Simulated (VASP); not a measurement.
# La2O3 (P-3m1) in VASP: single point with r2SCAN

Aim: the single point of La2O3 with r2SCAN.

Program: VASP 6.6.1. These are calculated values, not measurements. Logs are shortened: lines on timing, memory, paths and dates and some standing lists are left out, and cuts for length are marked.

## (1) The cell of the first run

It takes space group P-3m1 (No. 164, trigonal). The conventional cell has a = 3.935 Å, b = 3.935 Å, c = 6.126 Å, α = 90.00°, β = 90.00°, γ = 120.00°. La (site symmetry 3m) has 7 O at 2.37 to 2.73 Å within 3.1 Å. Within 3.6 Å of O (site symmetry -3m) lie 6 La at 2.73 Å and 6 O at 3.14 Å. Within 3.2 Å of O (site symmetry 3m) lie 4 La at 2.37 to 2.45 Å and 6 O at 2.89 to 3.14 Å.

## (2) Single point, r2SCAN

File POSCAR:

```
La2O3
1.0
    3.9350930321      0.0000000000      0.0000000000
   -1.9675465161      3.4078905321      0.0000000000
    0.0000000000      0.0000000000      6.1262265997
La O
2 3
Direct
    0.3333333333      0.6666666667      0.2461581718
    0.6666666667      0.3333333333      0.7538418282
    0.0000000000      0.0000000000      0.0000000000
    0.3333333333      0.6666666667      0.6461107821
    0.6666666667      0.3333333333      0.3538892179
```

File INCAR.step1:

```
ALGO = Normal
EDIFF = 1E-4
ENCUT = 520
GGA = PE
ISMEAR = 0
LASPH = T
LCHARG = F
LREAL = F
LWAVE = T
NBANDS = 28
NELM = 80
PREC = Accurate
SIGMA = 0.01
```

File INCAR.step2:

```
ALGO = Normal
EDIFF = 1E-7
ENCUT = 520
ISIF = 2
ISMEAR = 0
ISTART = 1
LASPH = T
LCHARG = F
LMIXTAU = T
LREAL = F
LWAVE = F
METAGGA = R2SCAN
NBANDS = 28
NELM = 80
PREC = Accurate
SIGMA = 0.01
```

File KPOINTS:

```
k-points
0
Gamma
  12 12 4
```

Potentials or basis: VASP PAW PBE potentials, release 64 (La, O).

Command:

```sh
> cat potpaw_PBE.64/La/POTCAR potpaw_PBE.64/O/POTCAR > POTCAR
> cp INCAR.step1 INCAR
> mpirun -np 1 vasp_std > vasp.out
> cp INCAR.step2 INCAR
> mpirun -np 1 vasp_std > vasp.out
```

OUTCAR:

```text
EDIFF = 1E-7
   ENCUT = 520
   ISIF = 2
   ISMEAR = 0
   ISTART = 1
   LASPH = T
   LREAL = F
   METAGGA = R2SCAN
   NELM = 80
   PREC = Accurate

 ion  position               nearest neighbor table
   1  0.333  0.667  0.246-   5 2.37   5 2.37   5 2.37   4 2.45   3 2.73   3 2.73   3 2.73
   2  0.667  0.333  0.754-   4 2.37   4 2.37   4 2.37   5 2.45   3 2.73   3 2.73   3 2.73
   3  0.000  0.000  0.000-   1 2.73   2 2.73   2 2.73   1 2.73   2 2.73   1 2.73
   4  0.333  0.667  0.646-   2 2.37   2 2.37   2 2.37   1 2.45
   5  0.667  0.333  0.354-   1 2.37   1 2.37   1 2.37   2 2.45

  LATTYP: Found a hexagonal cell.
 ALAT       =     3.9350930321
 C/A-ratio  =     1.5568187460

  Lattice vectors:

 A1 = (   3.9350930321,   0.0000000000,   0.0000000000)
 A2 = (  -1.9675465161,   3.4078905321,   0.0000000000)
 A3 = (   0.0000000000,   0.0000000000,   6.1262265997)

Analysis of symmetry for initial positions (statically):
=====================================================================
 Subroutine PRICEL returns:
 Original cell was already a primitive cell.

 Routine SETGRP: Setting up the symmetry group for a
 hexagonal supercell.

 Subroutine GETGRP returns: Found 12 space group operations
 (whereof 12 operations were pure point group operations)
 out of a pool of 24 trial point group operations.

The static configuration has the point symmetry D_3d.

Analysis of symmetry for dynamics (positions and initial velocities):
=====================================================================
 Subroutine PRICEL returns:
 Original cell was already a primitive cell.

 Routine SETGRP: Setting up the symmetry group for a
 hexagonal supercell.

 Subroutine GETGRP returns: Found 12 space group operations
 (whereof 12 operations were pure point group operations)
 out of a pool of 24 trial point group operations.

The dynamic configuration has the point symmetry D_3d.

 Subroutine INISYM returns: Found 12 space group operations
 (whereof 12 operations are pure point group operations),
 and found     1 'primitive' translations

----------------------------------------------------------------------------------------

                                     Primitive cell

  volume of cell :      82.1549

  direct lattice vectors                    reciprocal lattice vectors
     3.935093032  0.000000000  0.000000000     0.254123598  0.146718328  0.000000000
    -1.967546516  3.407890532  0.000000000     0.000000000  0.293436655  0.000000000
     0.000000000  0.000000000  6.126226600     0.000000000  0.000000000  0.163232617

  length of vectors
     3.935093032  3.935093032  6.126226600     0.293436655  0.293436655  0.163232617

  position of ions in fractional coordinates (direct lattice)
     0.333333333  0.666666667  0.246158172
     0.666666667  0.333333333  0.753841828
     0.000000000  0.000000000  0.000000000
     0.333333333  0.666666667  0.646110782
     0.666666667  0.333333333  0.353889218

  ion indices of the primitive-cell ions
   primitive index   ion index
                 1           1
                 2           2
                 3           3
                 4           4
                 5           5

----------------------------------------------------------------------------------------

 KPOINTS: k-points

Automatic generation of k-mesh.
 Grid dimensions read from file:
 generate k-points for:   12   12    4

 Generating k-lattice:

  Cartesian coordinates                     Fractional coordinates (reciprocal lattice)
     0.021176967  0.012226527  0.000000000     0.083333333  0.000000000  0.000000000
     0.000000000  0.024453055  0.000000000     0.000000000  0.083333333  0.000000000
     0.000000000  0.000000000  0.040808154     0.000000000  0.000000000  0.250000000

  Length of vectors
     0.024453055  0.024453055  0.040808154

  Shift w.r.t. Gamma in fractional coordinates (k-lattice)
     0.000000000  0.000000000  0.000000000

 Subroutine IBZKPT returns following result:
 ===========================================

 Found     69 irreducible k-points:

 Following reciprocal coordinates:
            Coordinates               Weight
  0.000000  0.000000  0.000000      1.000000
  0.083333  0.000000  0.000000      6.000000
  0.166667  0.000000  0.000000      6.000000
  0.250000  0.000000  0.000000      6.000000
  0.333333  0.000000  0.000000      6.000000
  0.416667 -0.000000  0.000000      6.000000
[... 16 lines left out ...]
  0.166667  0.000000  0.250000      6.000000
  0.000000  0.166667  0.250000      6.000000
 [... further k-points ...]
   k-points           NKPTS =     69   k-points in BZ     NKDIM =     69   number of bands    NBANDS=     28
   number of dos      NEDOS =    301   number of ions     NIONS =      5
   total plane-waves  NPLWV =  43200
   dimension x,y,z NGX =    30 NGY =   30 NGZ =   48
   dimension x,y,z NGXF=    60 NGYF=   60 NGZF=   96
   ions per type =               2   3
   NGX,Y,Z   is equivalent  to a cutoff of  12.67, 12.67, 13.03 a.u.
   NGXF,Y,Z  is equivalent  to a cutoff of  25.35, 25.35, 26.05 a.u.
 SYSTEM =  unknown system
   PREC   = accura    normal or accurate (medium, high low for compatibility)
   ISTART =      1    job   : 0-new  1-cont  2-samecut
   ICHARG =      0    charge: 1-file 2-atom 10-const
   ISPIN  =      1    spin polarized calculation?
   LNONCOLLINEAR =      F non collinear calculations
   LSORBIT =      F    spin-orbit coupling
   LASPH  =      T    aspherical Exc in radial PAW
   ENCUT  =  520.0 eV  38.22 Ry    6.18 a.u.   7.32  7.32 11.39*2*pi/ulx,y,z
   NELM   =     80;   NELMIN=  2; NELMDL=  0     # of ELM steps
   EDIFF  = 0.1E-06   stopping-criterion for ELM
   LREAL  =      F    real-space projection
   EDIFFG = 0.1E-05   stopping-criterion for IOM
   NSW    =      0    number of steps for IOM
   IBRION =     -1    ionic relax: 0-MD 1-quasi-New 2-CG
   NFREE  =      0    steps in history (QN), initial steepest desc. (CG)
   ISIF   =      2    stress and relaxation
   ISYM   =      2    0-nonsym 1-usesym 2-fastsym
   POTIM  = 0.5000    time-step for ionic-motion
   TEBEG  =    0.0;   TEEND  =   0.0 temperature during run
   PSTRESS=    0.0 pullay stress
   NELECT =      40.0000    total number of electrons
   NUPDOWN=      -1.0000    fix difference up-down
   EMIN   =  10.00;   EMAX   =-10.00  energy-range for DOS
   EFERMI =   0.00;   METHOD = LEGACY
   ISMEAR =     0;   SIGMA  =   0.01  broadening in eV -4-tet -1-fermi 0-gaus
   EFERMI_NEDOS =   21; number of points for ismear=-14 and -15
   IALGO  =     38    algorithm
   IMIX   =      4    mixing-type and parameters
     AMIX     =   0.40;   BMIX     =  1.00
     AMIX_MAG =   1.60;   BMIX_MAG =  1.00
  volume/ion in A,a.u.               =      16.43       110.88
  Fermi-wavevector in a.u.,A,eV,Ry     =   1.287904  2.433786 22.567950  1.658698
  Thomas-Fermi vector in A             =   2.419890
   LORBIT       =      0    0 simple, 1 ext, 2 COOP (PROOUT), +10 PAW based schemes
   METAGGA = R2SCAN    functional components
   LHFCALC =     F    Hartree Fock is set to
   AEXX    =    0.0000 exact exchange contribution
   IVDW    =     0    specifies the selected vdW correction
   LEPSILON=     F    determine dielectric tensor
   LRPA    =     F    only Hartree local field effects (RPA)
 non-spin polarized calculation
 Gauss-broadening in eV      SIGMA  =   0.01
  energy-cutoff  :      520.00
  volume of cell :       82.15
 maximum number of plane-waves:      2249
 NGX is ok and might be reduce to    30
   NGX = 15   NGY = 15   NGZ = 23

 number of electron      39.9999991 magnetization

 Free energy of the ion-electron system (eV)
  ---------------------------------------------------
  ext. energy  EPLUGINS =         0.00000000
  ---------------------------------------------------
  free energy    TOTEN  =       -96.05769268 eV

  energy without entropy =      -96.05769268  energy(sigma->0) =      -96.05769268

 E-fermi :   5.8136     XC(G=0): -11.0783

 val. band max:        5.6779430829   @ k =   0.5000   0.0000   0.5000
 cond. band min:       9.9188320005   @ k =   0.3333   0.3333   0.0000
 fundamental gap:      4.2408889176
 Fermi energy:         5.8135777782

 k-point     1 :       0.0000    0.0000    0.0000
  band No.  band energies     occupation
      1     -25.0651      2.00000
      2     -24.8148      2.00000
      3     -12.1254      2.00000
      4     -11.0042      2.00000
      5     -10.4966      2.00000
      6      -8.0612      2.00000
[... 20 lines left out ...]
     27      11.6994      0.00000
     28      11.9120      0.00000

 k-point     2 :       0.0833    0.0000    0.0000
  band No.  band energies     occupation
      1     -25.0523      2.00000
      2     -24.8093      2.00000
      3     -12.1274      2.00000
      4     -11.1225      2.00000
      5     -10.5818      2.00000
      6      -8.0904      2.00000
[... 20 lines left out ...]
     27      11.7468      0.00000
     28      11.9338      0.00000

 k-point     3 :       0.1667    0.0000    0.0000
  band No.  band energies     occupation
      1     -25.0167      2.00000
      2     -24.7951      2.00000
      3     -12.1528      2.00000
      4     -11.4161      2.00000
      5     -10.7449      2.00000
      6      -8.1648      2.00000
[... 20 lines left out ...]
     27      11.7978      0.00000
     28      11.8805      0.00000

 k-point     4 :       0.2500    0.0000    0.0000
  band No.  band energies     occupation
      1     -24.9653      2.00000
      2     -24.7776      2.00000
      3     -12.2354      2.00000
      4     -11.7747      2.00000
      5     -10.8274      2.00000
      6      -8.2585      2.00000
[... 578 lines left out ...]
     27      11.6972      0.00000
     28      11.8417      0.00000

 k-point    23 :       0.1667    0.0000    0.2500
  band No.  band energies     occupation
      1     -24.9857      2.00000
      2     -24.8279      2.00000
      3     -12.1324      2.00000
      4     -11.4217      2.00000
      5     -10.7615      2.00000
      6      -8.1376      2.00000
[... 20 lines left out ...]
     27      11.7098      0.00000
     28      11.8444      0.00000

 k-point    24 :       0.0000    0.1667    0.2500
  band No.  band energies     occupation
      1     -24.9859      2.00000
      2     -24.8276      2.00000
      3     -12.1465      2.00000
      4     -11.4516      2.00000
      5     -10.6732      2.00000
      6      -8.1112      2.00000
[... 20 lines left out ...]
     27      11.7016      0.00000
     28      11.8304      0.00000

 [... further k-points ...]
[... 5 lines left out ...]
  --------------------------------------------------------------------------------------
  -------------------------------------------------------------------------------------
  Total       -0.2389284     -0.2389284     -0.1817594      0.0000000      0.0000000     -0.0000000
  in kB       -4.6595577     -4.6595577     -3.5446525      0.0000000      0.0000000     -0.0000000
  external PRESSURE =      -4.2879226 kB  Pullay stress =       0.0000000 kB

 VOLUME and BASIS-vectors are now :
 -----------------------------------------------------------------------------
  energy-cutoff  :      520.00
  volume of cell :       82.15
      direct lattice vectors                 reciprocal lattice vectors
     3.935093032  0.000000000  0.000000000     0.254123598  0.146718328  0.000000000
    -1.967546516  3.407890532  0.000000000     0.000000000  0.293436655  0.000000000
     0.000000000  0.000000000  6.126226600     0.000000000  0.000000000  0.163232617

 POSITION                                       TOTAL-FORCE (eV/Angst)
 -----------------------------------------------------------------------------------
     -0.00000      2.27193      1.50802        -0.000000      0.000000      0.021773
      1.96755      1.13596      4.61821         0.000000     -0.000000     -0.021773
      0.00000      0.00000      0.00000        -0.000000      0.000000     -0.000000
     -0.00000      2.27193      3.95822        -0.000000      0.000000      0.005495
      1.96755      1.13596      2.16801         0.000000      0.000000     -0.005495
 -----------------------------------------------------------------------------------
    total drift:                                0.000000      0.000000     -0.000000

  FREE ENERGIE OF THE ION-ELECTRON SYSTEM (eV)
  ---------------------------------------------------
  free  energy   TOTEN  =       -96.0576926846 eV

  energy  without entropy=      -96.0576926846  energy(sigma->0) =      -96.05769268
```

Run time: 19 min. Hardware: 1 thread of AMD EPYC 7R43 (Zen 3), shared host; peak memory 0.28 GiB.

Results:

- Free energy: -96.0577 eV
- Pressure: -0.4 GPa
- Largest force: 0.022 eV/Å
- Band gap on the k mesh: 4.24 eV (least direct gap 4.36 eV)

Forces in eV/Å, atoms in the order of the input:
```
La   0.000  0.000  0.022
La   0.000  0.000 -0.022
O    0.000  0.000  0.000
O    0.000  0.000  0.005
O    0.000  0.000 -0.005
```

Caveat: the PAW data sets were made with another functional, which shifts forces and pressure a little; spin-orbit coupling is left out, which moves the levels of the heavy elements. A k mesh can miss the band edges.
